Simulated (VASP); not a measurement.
# FePb2O4 (P6/mmm) in VASP: relaxation of cell and atoms with PBE

Aim: the relaxation of cell and atoms of FePb2O4 with PBE.

All numbers are computed with VASP 6.6.1; they aren't measurements. Logs are shortened: lines on timing, memory, paths and dates and some standing lists are left out, and cuts for length are marked.

## Step 1: The cell of the first run

Symmetry: P6/mmm, No. 191, hexagonal system. Conventional cell: a = 5.300 Å, b = 5.300 Å, c = 4.809 Å, α = 90.00°, β = 90.00°, γ = 120.00°. Fe (site symmetry 6/mmm) has 6 Pb at 3.06 Å and 12 O at 3.54 Å within 4.0 Å. Pb (site symmetry -6m2) has 2 O at 1.79 Å within 2.4 Å. O (site symmetry 3m) has 1 O at 1.23 Å within 1.7 Å.

## Step 2: Relaxation of cell and atoms, PBE, collinear spin, ferromagnetic start

The input, INCAR:

```
  PREC = Accurate
  ENCUT = 600
  EDIFF = 1E-7
  ISMEAR = 0
  SIGMA = 0.15
  LREAL = F
  LASPH = T
  NELM = 150
  ALGO = Normal
  ISIF = 3
  LWAVE = F
  LCHARG = F
  ISPIN = 2
  MAGMOM = 4 0 0 0 0 0 0
  LORBIT = 11
  LMAXMIX = 4
  GGA = PE
  IBRION = 2
  NSW = 36
  EDIFFG = -0.08
```

The input, KPOINTS:

```
regular mesh
0
Gamma
  3 3 3
```

The input, POSCAR:

```
FePb2O4
1.0
    5.3002816000      0.0000000000      0.0000000000
   -2.6501408000      4.5901785100      0.0000000000
    0.0000000000      0.0000000000      4.8088465300
Fe Pb O
1 2 4
Direct
    0.0000000000      0.0000000000      0.0000000000
    0.3333333300      0.6666666700      0.0000000000
    0.6666666700      0.3333333300      0.0000000000
    0.3333333300      0.6666666700      0.6282876200
    0.6666666700      0.3333333300      0.6282876200
    0.6666666700      0.3333333300      0.3717123800
    0.3333333300      0.6666666700      0.3717123800
```

Potentials or basis: VASP PAW PBE potentials, release 64 (Fe, Pb_d, O).

Command:

```sh
> cat potpaw_PBE.64/Fe/POTCAR potpaw_PBE.64/Pb_d/POTCAR potpaw_PBE.64/O/POTCAR > POTCAR
> mpirun -np 1 vasp_std > vasp.out
```

OUTCAR:

```text
PREC = Accurate
   ENCUT = 600
   EDIFF = 1E-7
   ISMEAR = 0
   LREAL = F
   LASPH = T
   NELM = 150
   ISIF = 3
   ISPIN = 2
   LORBIT = 11
   GGA = PE
   IBRION = 2
   NSW = 36
   EDIFFG = -0.08

 ion  position               nearest neighbor table
   1  0.000  0.000  0.000-   2 3.06   3 3.06   2 3.06   3 3.06   3 3.06   2 3.06
   2  0.333  0.667  0.000-   4 1.79   7 1.79   4 3.02   7 3.02   3 3.06   1 3.06   3 3.06   1 3.06
                             1 3.06   3 3.06
   3  0.667  0.333  0.000-   5 1.79   6 1.79   5 3.02   6 3.02   2 3.06   2 3.06   1 3.06   1 3.06
                             1 3.06   2 3.06
   4  0.333  0.667  0.628-   7 1.23   2 1.79   2 3.02
   5  0.667  0.333  0.628-   6 1.23   3 1.79   3 3.02
   6  0.667  0.333  0.372-   5 1.23   3 1.79   3 3.02
   7  0.333  0.667  0.372-   4 1.23   2 1.79   2 3.02

  LATTYP: Found a hexagonal cell.
 ALAT       =     5.3002816000
 C/A-ratio  =     0.9072813282

  Lattice vectors:

 A1 = (   5.3002816000,   0.0000000000,   0.0000000000)
 A2 = (  -2.6501408000,   4.5901785100,   0.0000000000)
 A3 = (   0.0000000000,   0.0000000000,   4.8088465300)

Analysis of symmetry for initial positions (statically):
=====================================================================
 Subroutine PRICEL returns:
 Original cell was already a primitive cell.

 Routine SETGRP: Setting up the symmetry group for a
 hexagonal supercell.

 Subroutine GETGRP returns: Found 24 space group operations
 (whereof 24 operations were pure point group operations)
 out of a pool of 24 trial point group operations.

The static configuration has the point symmetry D_6h.

Analysis of symmetry for dynamics (positions and initial velocities):
=====================================================================
 Subroutine PRICEL returns:
 Original cell was already a primitive cell.

 Routine SETGRP: Setting up the symmetry group for a
 hexagonal supercell.

 Subroutine GETGRP returns: Found 24 space group operations
 (whereof 24 operations were pure point group operations)
 out of a pool of 24 trial point group operations.

The dynamic configuration has the point symmetry D_6h.

Analysis of structural, dynamic, and magnetic symmetry:
=====================================================================
 Subroutine PRICEL returns:
 Original cell was already a primitive cell.

 Routine SETGRP: Setting up the symmetry group for a
 hexagonal supercell.

 Subroutine GETGRP returns: Found 24 space group operations
 (whereof 24 operations were pure point group operations)
 out of a pool of 24 trial point group operations.

The overall configuration has the point symmetry D_6h.

 Subroutine INISYM returns: Found 24 space group operations
 (whereof 24 operations are pure point group operations),
 and found     1 'primitive' translations

----------------------------------------------------------------------------------------

                                     Primitive cell

  volume of cell :     116.9956

  direct lattice vectors                    reciprocal lattice vectors
     5.300281600  0.000000000  0.000000000     0.188669221  0.108928226  0.000000000
    -2.650140800  4.590178510  0.000000000     0.000000000  0.217856451  0.000000000
     0.000000000  0.000000000  4.808846530     0.000000000  0.000000000  0.207950076

  length of vectors
     5.300281600  5.300281598  4.808846530     0.217856451  0.217856451  0.207950076

  position of ions in fractional coordinates (direct lattice)
     0.000000000  0.000000000  0.000000000
     0.333333330  0.666666670  0.000000000
     0.666666670  0.333333330  0.000000000
     0.333333330  0.666666670  0.628287620
     0.666666670  0.333333330  0.628287620
     0.666666670  0.333333330  0.371712380
     0.333333330  0.666666670  0.371712380

  ion indices of the primitive-cell ions
   primitive index   ion index
                 1           1
                 2           2
                 3           3
                 4           4
                 5           5
                 6           6
                 7           7

----------------------------------------------------------------------------------------

 KPOINTS: regular mesh

Automatic generation of k-mesh.
 Grid dimensions read from file:
 generate k-points for:    3    3    3

 Generating k-lattice:

  Cartesian coordinates                     Fractional coordinates (reciprocal lattice)
     0.062889740  0.036309409  0.000000000     0.333333333 -0.000000000  0.000000000
     0.000000000  0.072618817  0.000000000     0.000000000  0.333333333  0.000000000
     0.000000000  0.000000000  0.069316692     0.000000000  0.000000000  0.333333333

  Length of vectors
     0.072618817  0.072618817  0.069316692

  Shift w.r.t. Gamma in fractional coordinates (k-lattice)
     0.000000000  0.000000000  0.000000000

 Subroutine IBZKPT returns following result:
 ===========================================

 Found      6 irreducible k-points:

 Following reciprocal coordinates:
            Coordinates               Weight
  0.000000  0.000000  0.000000      1.000000
  0.333333  0.000000  0.000000      6.000000
  0.333333  0.333333  0.000000      2.000000
  0.000000  0.000000  0.333333      2.000000
  0.333333  0.000000  0.333333     12.000000
  0.333333  0.333333  0.333333      4.000000
   k-points           NKPTS =      6   k-points in BZ     NKDIM =      6   number of bands    NBANDS=     38
   number of dos      NEDOS =    301   number of ions     NIONS =      7
   total plane-waves  NPLWV =  70560
   dimension x,y,z NGX =    42 NGY =   42 NGZ =   40
   dimension x,y,z NGXF=    84 NGYF=   84 NGZF=   80
   ions per type =               1   2   4
   NGX,Y,Z   is equivalent  to a cutoff of  13.17, 13.17, 13.83 a.u.
   NGXF,Y,Z  is equivalent  to a cutoff of  26.35, 26.35, 27.66 a.u.
 SYSTEM =  unknown system
   PREC   = accura    normal or accurate (medium, high low for compatibility)
   ISTART =      0    job   : 0-new  1-cont  2-samecut
   ICHARG =      2    charge: 1-file 2-atom 10-const
   ISPIN  =      2    spin polarized calculation?
   LNONCOLLINEAR =      F non collinear calculations
   LSORBIT =      F    spin-orbit coupling
   LASPH  =      T    aspherical Exc in radial PAW
   ENCUT  =  600.0 eV  44.10 Ry    6.64 a.u.  10.59 10.59  9.60*2*pi/ulx,y,z
   NELM   =    150;   NELMIN=  2; NELMDL= -5     # of ELM steps
   EDIFF  = 0.1E-06   stopping-criterion for ELM
   LREAL  =      F    real-space projection
   EDIFFG = -.8E-01   stopping-criterion for IOM
   NSW    =     36    number of steps for IOM
   IBRION =      2    ionic relax: 0-MD 1-quasi-New 2-CG
   NFREE  =      1    steps in history (QN), initial steepest desc. (CG)
   ISIF   =      3    stress and relaxation
   ISYM   =      2    0-nonsym 1-usesym 2-fastsym
   POTIM  = 0.5000    time-step for ionic-motion
   TEBEG  =    0.0;   TEEND  =   0.0 temperature during run
   PSTRESS=    0.0 pullay stress
   NELECT =      60.0000    total number of electrons
   NUPDOWN=      -1.0000    fix difference up-down
   EMIN   =  10.00;   EMAX   =-10.00  energy-range for DOS
   EFERMI =   0.00;   METHOD = LEGACY
   ISMEAR =     0;   SIGMA  =   0.15  broadening in eV -4-tet -1-fermi 0-gaus
   EFERMI_NEDOS =   21; number of points for ismear=-14 and -15
   IALGO  =     38    algorithm
   IMIX   =      4    mixing-type and parameters
     AMIX     =   0.40;   BMIX     =  1.00
     AMIX_MAG =   1.60;   BMIX_MAG =  1.00
  volume/ion in A,a.u.               =      16.71       112.79
  Fermi-wavevector in a.u.,A,eV,Ry     =   1.310395  2.476287 23.363027  1.717134
  Thomas-Fermi vector in A             =   2.440928
   LORBIT       =     11    0 simple, 1 ext, 2 COOP (PROOUT), +10 PAW based schemes
   GGA     = PE    functional components
   LHFCALC =     F    Hartree Fock is set to
   AEXX    =    0.0000 exact exchange contribution
   IVDW    =     0    specifies the selected vdW correction
   LEPSILON=     F    determine dielectric tensor
   LRPA    =     F    only Hartree local field effects (RPA)
 conjugate gradient relaxation of ions
 spin polarized calculation
 Gauss-broadening in eV      SIGMA  =   0.15
  energy-cutoff  :      600.00
  volume of cell :      117.00
 maximum number of plane-waves:      3931
 NGX is ok and might be reduce to    42
   NGX = 21   NGY = 21   NGZ = 19

--------------------------------------- Ionic step        1  -------------------------------------------

 number of electron      60.0000023 magnetization       3.5329576

 Free energy of the ion-electron system (eV)
  ---------------------------------------------------
  ext. energy  EPLUGINS =         0.00000000
  ---------------------------------------------------
  free energy    TOTEN  =       -21.13852521 eV

  energy without entropy =      -21.06968164  energy(sigma->0) =      -21.10410342

 E-fermi :   4.8688     XC(G=0):  -9.6640

 val. band max:        4.8525660403   @ k =   0.3333   0.3333   0.0000
 cond. band min:       4.8910226595   @ k =   0.3333   0.0000   0.0000
 fundamental gap:      0.0384566191
 Fermi energy:         4.8687507601

 spin component 1

 k-point     1 :       0.0000    0.0000    0.0000
  band No.  band energies     occupation
      1     -21.5917      1.00000
      2     -21.4061      1.00000
      3     -13.7667      1.00000
      4     -13.6450      1.00000
      5     -12.1661      1.00000
      6     -12.1661      1.00000
[... 524 lines left out ...]
--------------------------------------- Ionic step        2  -------------------------------------------

 number of electron      60.0000025 magnetization       0.1630449

 number of electron      59.9999981 magnetization      -3.3408914

 E-fermi :  -1.2204     XC(G=0):  -7.0122

 val. band max:       -1.2227826615   @ k =   0.3333   0.3333   0.0000
 cond. band min:      -1.2093328428   @ k =   0.3333   0.3333   0.0000
 fundamental gap:      0.0134498187
 Fermi energy:        -1.2204191707

 spin component 1

 k-point     1 :       0.0000    0.0000    0.0000
  band No.  band energies     occupation
      1     -18.0980      1.00000
      2     -17.9903      1.00000
      3     -17.9903      1.00000
      4     -17.9505      1.00000
      5     -17.9505      1.00000
      6     -17.8478      1.00000
[... 561 lines left out ...]
  FREE ENERGIE OF THE ION-ELECTRON SYSTEM (eV)
  ---------------------------------------------------
  free  energy   TOTEN  =       -29.1639885796 eV

  energy  without entropy=      -28.9385931113  energy(sigma->0) =      -29.05129085

[... ionic steps 4 to 17 ...]

--------------------------------------- Ionic step       18  -------------------------------------------

 number of electron      59.9999984 magnetization      -5.2061367

------------------------ aborting loop because EDIFF is reached ----------------------------------------

  FORCE on cell =-STRESS in cart. coord.  units (eV):
  Direction    XX          YY          ZZ          XY          YZ          ZX
  --------------------------------------------------------------------------------------
  -------------------------------------------------------------------------------------
  Total       -0.2921185     -0.2921185     -0.5753542      0.0000000     -0.0000000      0.0000000
  in kB       -3.0151627     -3.0151627     -5.9386404      0.0000000     -0.0000000      0.0000000
  external PRESSURE =      -3.9896552 kB  Pullay stress =       0.0000000 kB
[... 67 lines left out ...]
  energy  without entropy=      -31.8549728611  energy(sigma->0) =      -31.89670484

--------------------------------------- Ionic step       20  -------------------------------------------

 number of electron      59.9999992 magnetization      -5.1980225

 Free energy of the ion-electron system (eV)
  ---------------------------------------------------
  ext. energy  EPLUGINS =         0.00000000
  ---------------------------------------------------
  free energy    TOTEN  =       -31.93868469 eV

  energy without entropy =      -31.85593245  energy(sigma->0) =      -31.89730857

 E-fermi :   2.5782     XC(G=0):  -8.5220

 val. band max:        2.5695422493   @ k =   0.3333   0.0000   0.0000
 cond. band min:       2.5855787858   @ k =   0.3333   0.0000   0.3333
 fundamental gap:      0.0160365365
 Fermi energy:         2.5782375281

 spin component 1

 k-point     1 :       0.0000    0.0000    0.0000
  band No.  band energies     occupation
      1     -21.5892      1.00000
      2     -21.4077      1.00000
      3     -14.8860      1.00000
      4     -14.7098      1.00000
      5     -14.7098      1.00000
      6     -14.7054      1.00000
[... 518 lines left out ...]
  FREE ENERGIE OF THE ION-ELECTRON SYSTEM (eV)
  ---------------------------------------------------
  free  energy   TOTEN  =       -31.9386846858 eV

  energy  without entropy=      -31.8559324532  energy(sigma->0) =      -31.89730857

 reached required accuracy - stopping structural energy minimisation

 total charge

# of ion       s       p       d       tot
------------------------------------------
    1        0.352   0.135   6.197   6.684
    2        1.394   0.705   9.838  11.937
    3        1.394   0.705   9.838  11.937
    4        1.595   3.312   0.000   4.907
    5        1.595   3.312   0.000   4.907
    6        1.595   3.312   0.000   4.907
    7        1.595   3.312   0.000   4.907
--------------------------------------------------
tot          9.520  14.792  25.873  50.184

 magnetization (x)

# of ion       s       p       d       tot
------------------------------------------
    1       -0.058  -0.008  -2.808  -2.874
    2       -0.008   0.063   0.002   0.057
    3       -0.008   0.063   0.002   0.057
    4       -0.006  -0.505   0.000  -0.511
    5       -0.006  -0.505   0.000  -0.511
    6       -0.006  -0.505   0.000  -0.511
    7       -0.006  -0.505   0.000  -0.511
--------------------------------------------------
tot         -0.100  -1.900  -2.804  -4.805
```

Run time: 29 min. Hardware: 1 thread of Intel Xeon Platinum 8559C (Emerald Rapids), shared host; peak memory 0.34 GiB.

Results:

```yaml
Free_energy: -31.9387 eV
Relaxed_volume: 21.93 Å³/atom
Relaxed_cell: a = 5.329 Å, b = 5.329 Å, c = 6.243 Å, α = 90.00°, β = 90.00°, γ = 120.00°
Space_group_after_relaxing_to_0.05_Å: P6/mmm (No. 191)
Energy_gained_by_relaxing: 1542.9 meV/atom
Ionic_steps: 20
Pressure_after_relaxing: 0.2 GPa
Largest_force_after_relaxing: 0.028 eV/Å
Net_moment: -5.20 μB per cell
Site_moments: Fe -2.87; Pb +0.06; O -0.51 μB
Valence_electrons_inside_the_program's_atomic_spheres: Fe 6.68; Pb 11.94; O 4.91
```

Forces in eV/Å, atoms in the order of the input:
```
Fe   0.000  0.000  0.000
Pb   0.000  0.000  0.000
Pb   0.000  0.000  0.000
O    0.000  0.000 -0.028
O    0.000  0.000 -0.028
O    0.000  0.000  0.028
O    0.000  0.000  0.028
```

Stress tensor (GPa, compression positive):
```
0.05 0.00 0.00
0.00 0.05 0.00
0.00 0.00 0.37
```

The path:
```
step  energy change (eV)  largest force (eV/Å)  pressure (GPa)  volume (Å³)
   1              0.0000                1.5486           57.74       117.00
   2              4.5757                9.2733          -20.94       225.05
   3             -8.0255                4.7598           -6.96       159.01
   4             -8.4660                4.2674           -4.63       153.57
   5            -10.0838                3.2113            3.19       143.86
   6            -10.1349                3.5368            0.59       147.01
   7            -10.1346                3.4765            1.06       146.40
   8             -8.6482               14.7334           13.55       151.39
   9            -10.4805                2.1356            1.79       147.39
  10            -10.5891                1.0689            2.47       147.93
  11            -10.6239                0.3343            3.42       148.50
  12            -10.6247                0.1292            3.28       148.42
  13            -10.7849                0.0541           -0.10       156.58
  14            -10.7865                0.0232           -0.59       158.11
  15            -10.7868                0.0323           -0.46       157.69
  16            -10.7927                0.1911           -0.50       156.56
  17            -10.7943                0.3694           -0.53       155.64
  18            -10.7964                0.3034           -0.40       155.22
  19            -10.7999                0.1009            0.01       153.97
  20            -10.8002                0.0280            0.16       153.53
```

Final structure:
```yaml
crystal:
  lattice:
    - [5.32901, 0.00000, 0.00000]
    - [-2.66451, 4.61506, 0.00000]
    - [0.00000, 0.00000, 6.24280]
  atoms:
    - { symbol: Fe, position: [0.00000, 0.00000, 0.00000] }
    - { symbol: Pb, position: [0.33333, 0.66667, 0.00000] }
    - { symbol: Pb, position: [0.66667, 0.33333, 0.00000] }
    - { symbol: O, position: [0.33333, 0.66667, 0.60393] }
    - { symbol: O, position: [0.66667, 0.33333, 0.60393] }
    - { symbol: O, position: [0.66667, 0.33333, 0.39607] }
    - { symbol: O, position: [0.33333, 0.66667, 0.39607] }
```

Levels at points of the mesh, in eV from the Fermi level:
Spin up:
```tsv
k point	band 26	band 27	band 28	band 29	band 30	band 31
(0.00, 0.00, 0.00)	-0.23	-0.23	-0.05	-0.05	0.60	0.60
```
Spin down:
```tsv
k point	band 30	band 31	band 32	band 33	band 34	band 35
(0.00, 0.00, 0.00)	-0.83	-0.83	-0.34	0.14	0.14	0.86
```

Caveat: the k points lie up to 0.45 Å⁻¹ apart in the final cell; the standard files for N, O and F lose accuracy on very short bonds; the volume moved by over 15 % at a fixed basis, so the end points are rough; spin-orbit coupling is left out, which moves the levels of the heavy elements; a cell with one magnetic atom can't hold antiferromagnetic order, which such compounds often take; semilocal functionals often make such compounds metallic where correlation or magnetic order opens a gap, which also shifts bond lengths; the relaxation stopped at a loose force limit of 0.08 eV/Å, so its end isn't a converged minimum. With open d or f shells a metallic result of PBE can be an artefact of self-interaction; +U or a hybrid may open a gap.
